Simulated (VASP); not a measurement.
# AlSi16 (a cell with a defect) in VASP: single point with PBE

Aim: the single point of AlSi16 (a cell with a defect) with PBE.

All numbers are computed with VASP 6.6.1; they aren't measurements. Logs are shortened: lines on timing, memory, paths and dates and some standing lists are left out, and cuts for length are marked.

**1. The cell of the first run**

The cell holds a defect, 17 atoms: a = 7.679 Å, b = 7.679 Å, c = 7.679 Å, α = 60.00°, β = 60.00°, γ = 60.00°.

**2. Single point, PBE, collinear spin, zero start**

INCAR reads:

```
SYSTEM = AlSi16
PREC = Accurate ; ENCUT = 520
EDIFF = 1E-7 ; ISMEAR = 0
SIGMA = 0.05 ; LREAL = Auto
LASPH = .TRUE. ; NELM = 150
ALGO = Normal ; ISIF = 2
LWAVE = .FALSE. ; LCHARG = .FALSE.
ISPIN = 2 ; MAGMOM = 0 0 0 0 0 0 0 0 0 0 0 0 0 0 0 0 0
LORBIT = 11 ; GGA = PE
NBANDS = 52
```

KPOINTS reads:

```
Automatic mesh
0
G
  2 2 2
  0 0 0
```

POSCAR reads:

```
AlSi16
1.0
    0.0000000000      5.4300000000      5.4300000000
    5.4300000000      0.0000000000      5.4300000000
    5.4300000000      5.4300000000      0.0000000000
Si Al
16 1
Direct
   -0.0124271639      0.0021330571      0.0055516575
    0.1095751381      0.1242408840      0.1424712707
   -0.0113477901      0.0038428177      0.5041663904
    0.1096434622      0.1241817680      0.6245318600
   -0.0124555249      0.5052634438      0.0055765193
    0.1180977901      0.6273589319      0.1276930018
   -0.0123978821      0.5052093002      0.5024755985
    0.1096136280      0.6421478821      0.6245585635
    0.4904222836      0.0022123389      0.0056561694
    0.6128072744      0.1325186924      0.1277221915
    0.4904750460      0.0021566298      0.5024748619
    0.6269442910      0.1244148250      0.6247026703
    0.4892383978      0.5036479742      0.0039639963
    0.6127793738      0.6274569061      0.1277469613
    0.4904534070      0.5053685083      0.5024996317
    0.6128364641      0.6274027624      0.6328381215
    0.2386378453      0.2538485267      0.7541621547
```

Potentials or basis: VASP PAW PBE potentials, release 64 (Si, Al).

Run with:

```bash
> cat potpaw_PBE.64/Si/POTCAR potpaw_PBE.64/Al/POTCAR > POTCAR
> mpirun -np 1 vasp_std > vasp.out
```

OUTCAR:

```text
SYSTEM = AlSi16
   PREC = Accurate
   ENCUT = 520
   EDIFF = 1E-7
   ISMEAR = 0
   LREAL = Auto
   LASPH = .TRUE.
   NELM = 150
   ISIF = 2
   ISPIN = 2
   LORBIT = 11
   GGA = PE

 ion  position               nearest neighbor table
   1  0.988  0.002  0.006-  10 2.35   6 2.35   4 2.39   2 2.39  17 2.73
   2  0.110  0.124  0.142-   3 2.27   9 2.39   5 2.39   1 2.39  17 2.43
   3  0.989  0.004  0.504-   8 2.27   2 2.27   4 2.27  12 2.27
   4  0.110  0.124  0.625-   3 2.27  11 2.39   1 2.39   7 2.39  17 2.43
   5  0.988  0.505  0.006-  14 2.35   6 2.35   8 2.39   2 2.39  17 2.73
   6  0.118  0.627  0.128-  13 2.33   5 2.35   1 2.35   7 2.35
   7  0.988  0.505  0.502-  16 2.35   6 2.35   4 2.39   8 2.39  17 2.73
   8  0.110  0.642  0.625-   3 2.27  15 2.39   5 2.39   7 2.39  17 2.43
   9  0.490  0.002  0.006-  14 2.35  10 2.35   2 2.39  12 2.39  17 2.73
  10  0.613  0.133  0.128-  13 2.33  11 2.35   9 2.35   1 2.35
  11  0.490  0.002  0.502-  10 2.35  16 2.35   4 2.39  12 2.39  17 2.73
  12  0.627  0.124  0.625-   3 2.27  15 2.39   9 2.39  11 2.39  17 2.43
  13  0.489  0.504  0.004-  16 2.33  10 2.33  14 2.33   6 2.33
  14  0.613  0.627  0.128-  13 2.33  15 2.35   9 2.35   5 2.35
  15  0.490  0.505  0.502-  14 2.35  16 2.35   8 2.39  12 2.39  17 2.73
  16  0.613  0.627  0.633-  13 2.33  11 2.35  15 2.35   7 2.35
  17  0.239  0.254  0.754-   4 2.43   8 2.43  12 2.43   2 2.43   7 2.73   1 2.73   5 2.73   9 2.73
                            15 2.73  11 2.73

  LATTYP: Found a face centered cubic cell.
 ALAT       =    10.8600000000

  Lattice vectors:

 A1 = (   0.0000000000,   5.4300000000,   5.4300000000)
 A2 = (   5.4300000000,   0.0000000000,   5.4300000000)
 A3 = (   5.4300000000,   5.4300000000,   0.0000000000)

Analysis of symmetry for initial positions (statically):
=====================================================================
 Subroutine PRICEL returns:
 Original cell was already a primitive cell.

 Routine SETGRP: Setting up the symmetry group for a
 face centered cubic supercell.

 Subroutine GETGRP returns: Found  1 space group operations
 (whereof  1 operations were pure point group operations)
 out of a pool of 48 trial point group operations.

The static configuration has the point symmetry C_1 .

Analysis of symmetry for dynamics (positions and initial velocities):
=====================================================================
 Subroutine PRICEL returns:
 Original cell was already a primitive cell.

 Routine SETGRP: Setting up the symmetry group for a
 face centered cubic supercell.

 Subroutine GETGRP returns: Found  1 space group operations
 (whereof  1 operations were pure point group operations)
 out of a pool of 48 trial point group operations.

The dynamic configuration has the point symmetry C_1 .

Analysis of structural, dynamic, and magnetic symmetry:
=====================================================================
 Subroutine PRICEL returns:
 Original cell was already a primitive cell.

 Routine SETGRP: Setting up the symmetry group for a
 face centered cubic supercell.

 Subroutine GETGRP returns: Found  1 space group operations
 (whereof  1 operations were pure point group operations)
 out of a pool of 48 trial point group operations.

The overall configuration has the point symmetry C_1 .

 Subroutine INISYM returns: Found  1 space group operations
 (whereof  1 operations are pure point group operations),
 and found     1 'primitive' translations

----------------------------------------------------------------------------------------

                                     Primitive cell

  volume of cell :     320.2060

  direct lattice vectors                    reciprocal lattice vectors
     0.000000000  5.430000000  5.430000000    -0.092081031  0.092081031  0.092081031
     5.430000000  0.000000000  5.430000000     0.092081031 -0.092081031  0.092081031
     5.430000000  5.430000000  0.000000000     0.092081031  0.092081031 -0.092081031

  length of vectors
     7.679179644  7.679179644  7.679179644     0.159489025  0.159489025  0.159489025

  position of ions in fractional coordinates (direct lattice)
     0.987572836  0.002133057  0.005551657
     0.109575138  0.124240884  0.142471271
[... 77 lines left out ...]
   ions per type =              16   1
   NGX,Y,Z   is equivalent  to a cutoff of  12.99, 12.99, 12.99 a.u.
   NGXF,Y,Z  is equivalent  to a cutoff of  25.98, 25.98, 25.98 a.u.
 SYSTEM =  AlSi16
   PREC   = accura    normal or accurate (medium, high low for compatibility)
   ISTART =      0    job   : 0-new  1-cont  2-samecut
   ICHARG =      2    charge: 1-file 2-atom 10-const
   ISPIN  =      2    spin polarized calculation?
   LNONCOLLINEAR =      F non collinear calculations
   LSORBIT =      F    spin-orbit coupling
   LASPH  =      T    aspherical Exc in radial PAW
   ENCUT  =  520.0 eV  38.22 Ry    6.18 a.u.  14.28 14.28 14.28*2*pi/ulx,y,z
   NELM   =    150;   NELMIN=  2; NELMDL= -5     # of ELM steps
   EDIFF  = 0.1E-06   stopping-criterion for ELM
   LREAL  =      T    real-space projection
   EDIFFG = 0.1E-05   stopping-criterion for IOM
   NSW    =      0    number of steps for IOM
   IBRION =     -1    ionic relax: 0-MD 1-quasi-New 2-CG
   NFREE  =      0    steps in history (QN), initial steepest desc. (CG)
   ISIF   =      2    stress and relaxation
   ISYM   =      2    0-nonsym 1-usesym 2-fastsym
   POTIM  = 0.5000    time-step for ionic-motion
   TEBEG  =    0.0;   TEEND  =   0.0 temperature during run
   PSTRESS=    0.0 pullay stress
   NELECT =      67.0000    total number of electrons
   NUPDOWN=      -1.0000    fix difference up-down
   EMIN   =  10.00;   EMAX   =-10.00  energy-range for DOS
   EFERMI =   0.00;   METHOD = LEGACY
   ISMEAR =     0;   SIGMA  =   0.05  broadening in eV -4-tet -1-fermi 0-gaus
   EFERMI_NEDOS =   21; number of points for ismear=-14 and -15
   IALGO  =     38    algorithm
   IMIX   =      4    mixing-type and parameters
     AMIX     =   0.40;   BMIX     =  1.00
     AMIX_MAG =   1.60;   BMIX_MAG =  1.00
  volume/ion in A,a.u.               =      18.84       127.11
  Fermi-wavevector in a.u.,A,eV,Ry     =   0.971904  1.836632 12.852022  0.944597
  Thomas-Fermi vector in A             =   2.102159
   LORBIT       =     11    0 simple, 1 ext, 2 COOP (PROOUT), +10 PAW based schemes
   GGA     = PE    functional components
   LHFCALC =     F    Hartree Fock is set to
   AEXX    =    0.0000 exact exchange contribution
   IVDW    =     0    specifies the selected vdW correction
   LEPSILON=     F    determine dielectric tensor
   LRPA    =     F    only Hartree local field effects (RPA)
 spin polarized calculation
 Gauss-broadening in eV      SIGMA  =   0.05
  energy-cutoff  :      520.00
  volume of cell :      320.21
 maximum number of plane-waves:      8646
 NGX is ok and might be reduce to    60
   NGX = 29   NGY = 29   NGZ = 29

 number of electron      67.0000000 magnetization       0.0000198

 number of electron      67.0000000 magnetization      -0.0000884

 Free energy of the ion-electron system (eV)
  ---------------------------------------------------
  ext. energy  EPLUGINS =         0.00000000
  ---------------------------------------------------
  free energy    TOTEN  =       -86.69702965 eV

  energy without entropy =      -86.68997738  energy(sigma->0) =      -86.69350352

 E-fermi :   6.9029     XC(G=0):  -9.6573

 val. band max:        6.9026868956   @ k =   0.0000   0.0000   0.0000
 cond. band min:       6.9030407777   @ k =   0.0000   0.0000   0.0000
 fundamental gap:      0.0003538821
 Fermi energy:         6.9028638402

 spin component 1

 k-point     1 :       0.0000    0.0000    0.0000
  band No.  band energies     occupation
      1      -6.0048      1.00000
      2      -3.5569      1.00000
      3      -3.5353      1.00000
      4      -3.5352      1.00000
      5      -3.5339      1.00000
      6      -2.3982      1.00000
[... 373 lines left out ...]
     44      10.3339      0.00000
     45      10.4685      0.00000
 Fermi energy:         6.9028638402

 spin component 2

 k-point     1 :       0.0000    0.0000    0.0000
  band No.  band energies     occupation
      1      -6.0048      1.00000
      2      -3.5569      1.00000
      3      -3.5353      1.00000
      4      -3.5352      1.00000
      5      -3.5339      1.00000
      6      -2.3983      1.00000
[... 373 lines left out ...]
     44      10.3339      0.00000
     45      10.4685      0.00000
 [bands above 45 left out]

------------------------ aborting loop because EDIFF is reached ----------------------------------------

  FORCE on cell =-STRESS in cart. coord.  units (eV):
  Direction    XX          YY          ZZ          XY          YZ          ZX
  --------------------------------------------------------------------------------------
  -------------------------------------------------------------------------------------
  Total       10.7825629     10.7902003     10.7872408     -0.0143738      0.0147407     -0.0142188
  in kB       53.9514472     53.9896614     53.9748534     -0.0719203      0.0737565     -0.0711451
  external PRESSURE =      53.9719873 kB  Pullay stress =       0.0000000 kB

 VOLUME and BASIS-vectors are now :
 -----------------------------------------------------------------------------
  energy-cutoff  :      520.00
  volume of cell :      320.21
      direct lattice vectors                 reciprocal lattice vectors
     0.000000000  5.430000000  5.430000000    -0.092081031  0.092081031  0.092081031
     5.430000000  0.000000000  5.430000000     0.092081031 -0.092081031  0.092081031
     5.430000000  5.430000000  0.000000000     0.092081031  0.092081031 -0.092081031

 POSITION                                       TOTAL-FORCE (eV/Angst)
 -----------------------------------------------------------------------------------
      0.04173      5.39267      5.37410        -0.000669      0.001805      0.011198
      1.44825      1.36861      1.26962        -0.009474     -0.018197      0.008868
      2.75849      8.10600      5.38925        -0.000721      0.001770      0.001774
      4.06552      3.98657      1.26967         0.018365      0.006368      0.007327
      2.77386      5.39265      8.10595        -0.012963      0.000984      0.000113
      4.09993      1.33464      4.04783         0.003168     -0.002592     -0.002779
[... 9 lines left out ...]
      6.84311      6.76401      6.73450        -0.003184     -0.003577      0.003218
      5.47350      5.39090      2.67420        -0.001362      0.003668      0.003202
 -----------------------------------------------------------------------------------
    total drift:                               -0.001386     -0.007619     -0.004395

  FREE ENERGIE OF THE ION-ELECTRON SYSTEM (eV)
  ---------------------------------------------------
  free  energy   TOTEN  =       -86.6970296543 eV

  energy  without entropy=      -86.6899773841  energy(sigma->0) =      -86.69350352

 total charge

# of ion       s       p       d       tot
------------------------------------------
    1        0.743   0.929   0.000   1.672
    2        0.758   0.949   0.000   1.708
    3        0.762   0.993   0.000   1.755
    4        0.758   0.949   0.000   1.708
    5        0.743   0.929   0.000   1.672
    6        0.746   0.950   0.000   1.696
[... 9 lines left out ...]
   16        0.746   0.950   0.000   1.696
   17        0.508   0.335   0.000   0.842
--------------------------------------------------
tot         12.479  15.471   0.000  27.950

 magnetization (x)

# of ion       s       p       d       tot
------------------------------------------
    1       -0.000   0.000   0.000  -0.000
    2       -0.000  -0.000   0.000  -0.000
    3        0.000   0.000   0.000   0.000
    4       -0.000  -0.000   0.000  -0.000
    5       -0.000   0.000   0.000  -0.000
    6        0.000  -0.000   0.000  -0.000
[... 9 lines left out ...]
   16        0.000  -0.000   0.000  -0.000
   17        0.000   0.000   0.000   0.000
--------------------------------------------------
tot         -0.000  -0.000   0.000  -0.000
```

It took 9.3 min on 1 thread of Intel Xeon Platinum 8259CL at 2.50GHz (Skylake/Cascade Lake), shared host; peak memory 0.7 GiB.

Results:

```
Free energy                                           : -86.6970 eV
Pressure                                              : 5.4 GPa
Largest force                                         : 0.022 eV/Å
Net moment                                            : 0.00 μB per cell
Valence electrons inside the program's atomic spheres : Si 1.67, 1.71, 1.75, 1.70 (each value once); Al 0.84
```

Forces on the atoms (eV/Å):
```
Si  -0.001  0.002  0.011
Si  -0.009 -0.018  0.009
Si  -0.001  0.002  0.002
Si   0.018  0.006  0.007
Si  -0.013  0.001  0.000
Si   0.003 -0.003 -0.003
Si  -0.002  0.010  0.002
Si  -0.009  0.008 -0.018
Si  -0.005 -0.013  0.004
Si  -0.003  0.003 -0.004
Si   0.014  0.005  0.005
Si   0.011 -0.012 -0.011
Si   0.002  0.000 -0.001
Si   0.003  0.004  0.003
Si  -0.005  0.004 -0.013
Si  -0.003 -0.004  0.003
Al  -0.001  0.004  0.003
```

Levels at points of the mesh, in eV from the Fermi level:
Spin up:
| k point | band 31 | band 32 | band 33 | band 34 | band 35 | band 36 |
| --- | --- | --- | --- | --- | --- | --- |
| (0.00, 0.00, 0.00) | -0.75 | -0.75 | -0.75 | -0.22 | -0.22 | -0.22 |
| (0.50, 0.00, 0.00) | -1.41 | -1.41 | -0.61 | 0.22 | 0.54 | 0.54 |
| (0.00, 0.50, 0.00) | -1.41 | -1.41 | -0.61 | 0.22 | 0.54 | 0.55 |
| (0.00, 0.00, 0.50) | -1.41 | -1.41 | -0.61 | 0.22 | 0.54 | 0.55 |
| (0.50, 0.50, 0.50) | -1.41 | -1.41 | -0.61 | 0.22 | 0.54 | 0.54 |
| (0.50, 0.50, 0.00) | -2.03 | -1.90 | -0.25 | 0.19 | 1.09 | 1.40 |
| (0.00, 0.50, 0.50) | -2.03 | -1.90 | -0.25 | 0.19 | 1.09 | 1.40 |
| (0.50, 0.00, 0.50) | -2.03 | -1.90 | -0.26 | 0.19 | 1.09 | 1.40 |
Spin down:
```tsv
k point	band 30	band 31	band 32	band 33	band 34	band 35	band 36	band 37
(0.00, 0.00, 0.00)	-1.75	-0.75	-0.75	-0.75	-0.22	-0.22	-0.22	0.00
(0.50, 0.00, 0.00)	-1.57	-1.41	-1.41	-0.61	0.22	0.54	0.54	0.87
(0.00, 0.50, 0.00)	-1.57	-1.41	-1.41	-0.61	0.22	0.54	0.54	0.87
(0.00, 0.00, 0.50)	-1.57	-1.41	-1.41	-0.61	0.22	0.54	0.55	0.87
(0.50, 0.50, 0.50)	-1.57	-1.41	-1.41	-0.61	0.22	0.54	0.54	0.87
(0.50, 0.50, 0.00)	-2.03	-2.03	-1.90	-0.25	0.19	1.09	1.40	1.40
(0.00, 0.50, 0.50)	-2.03	-2.03	-1.90	-0.25	0.19	1.09	1.40	1.40
(0.50, 0.00, 0.50)	-2.03	-2.03	-1.90	-0.26	0.19	1.09	1.40	1.40
```

Caveat: the k points lie up to 0.50 Å⁻¹ apart; no moment was typed at the start, so none could form.
